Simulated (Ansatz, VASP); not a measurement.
TiO2: VASP beside Ansatz

```
Ti O
1.0
     2.66769   -2.66773   -0.02011
     2.66769    2.66773   -0.02011
    -2.63186    0.00000    4.78619
Ti O
2 4
Direct
  0.12500 0.87500 0.25000
  0.87500 0.12500 0.75000
  0.33292 0.08289 0.66584
  0.66708 0.91711 0.33416
  0.91711 0.66708 0.83416
  0.08289 0.33292 0.16584
```

Alike in both runs: functional r2SCAN; dispersion D3(BJ); k mesh 8 × 8 × 6; occupations gaussian, width 0.02 eV; no spin polarisation.

Ansatz relaxed the structure, and its values are those at the end. VASP's run is a single point on that final structure, the one shown.

```csv
,VASP,Ansatz
version,VASP 6.6.1,Ansatz 0.2.0
potentials or method,"VASP PAW PBE potentials, release 64 (Ti_sv, O), cutoff 520 eV","scalar-relativistic, plane waves, PAW"
valence electrons in the cell,48,48
```

VASP gave:

| Quantity | Value |
| --- | --- |
| gap on the k mesh at the Fermi level (eV) | 2.59 |
| least direct gap on the mesh (eV) | 2.92 |
| pressure (GPa) | 1.3 |
| rms of the force components (eV/Å) | 0.012 |

Question: Which values does Ansatz return?

Answer: gap on the k mesh at the Fermi level (eV): 2.57; least direct gap on the mesh (eV): 2.89; pressure (GPa): 0.0; rms of the force components (eV/Å): 0.001.

VASP's potentials were made for PBE, not for r2SCAN. Ansatz's warnings: dispersion damping borrowed.
